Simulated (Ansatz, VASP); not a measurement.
## TaN in VASP and in Ansatz

INCAR

```
  ALGO = Normal
  EDIFF = 1E-6
  ENCUT = 700
  GGA = PE
  GGA_COMPAT = False
  ISIF = 2
  ISMEAR = -1
  LASPH = True
  LCHARG = False
  LREAL = False
  LWAVE = False
  NBANDS = 26
  NELM = 120
  PREC = Accurate
  SIGMA = 0.03
```

The input KPOINTS:

```
k-points
0
Gamma
  7 7 4
```

Contents of POSCAR:

```
TaN
1.0
    3.0500000000      0.0000000000      0.0000000000
   -1.5250000000      2.6413774815      0.0000000000
    0.0000000000      0.0000000000      4.9400000000
Ta N
2 2
Direct
    0.2833333333      0.6416666667     -0.0086250000
    0.6666666667      0.3333333333      0.5000000000
    0.3333333333      0.6666666667      0.3850000000
    0.7166666667      0.3583333333      0.8936250000
```

Input for Ansatz:

```yaml
crystal:
  lattice:
    - [3.05, 0.0, 0.0]
    - [-1.525, 2.6413774815, 0.0]
    - [0.0, 0.0, 4.94]
  atoms:
    - { symbol: Ta, position: [0.2833333333, 0.6416666667, -0.008625] }
    - { symbol: Ta, position: [0.6666666667, 0.3333333333, 0.5] }
    - { symbol: "N", position: [0.3333333333, 0.6666666667, 0.385] }
    - { symbol: "N", position: [0.7166666667, 0.3583333333, 0.893625] }
kpoints:
  mp_grid: { grid: [7, 7, 4] }
scf:
  occupations: { method: fermi_dirac, width: 0.03 }
  convergence: { dr2_threshold: 1.0e-06 }
  mixing: { preconditioner: none }
hamiltonian:
  xc: pbe
  pseudopotentials: { kind: paw }
output:
  forces: true
  stress: true
  eigenvalues: true
  populations: true
```

Alike in both runs: task single point; functional PBE; k mesh 7 × 7 × 4; occupations fermi-dirac, width 0.03 eV; no spin polarisation.

|  | VASP | Ansatz |
| --- | --- | --- |
| version | VASP 6.6.1 | Ansatz 0.2.0 |
| potentials or method | VASP PAW PBE potentials, release 64 (Ta_sv_GW, N) | PAW with Ansatz's default frozen-core files, scalar-relativistic |
| plane-wave cutoff (eV) | 700 | 420 |
| valence electrons in the cell | 36 | 36 |

VASP gave:

```
gap on the k mesh at the Fermi level (eV) : none
rms of the force components (eV/Å)        : 7.370
```

Question: What did Ansatz give for the same quantities?

Answer: gap on the k mesh at the Fermi level (eV): none; rms of the force components (eV/Å): 7.215.

Atom by atom the forces differ by 0.155 eV/Å (rms over components). A gap of «none» marks a metal or a gap that the smearing closes. The functional is the same, so the differences come from potentials, cutoffs and numerics. Ansatz's warnings: force scf threshold loose, stress scf threshold loose.

Spin-orbit coupling is off throughout.
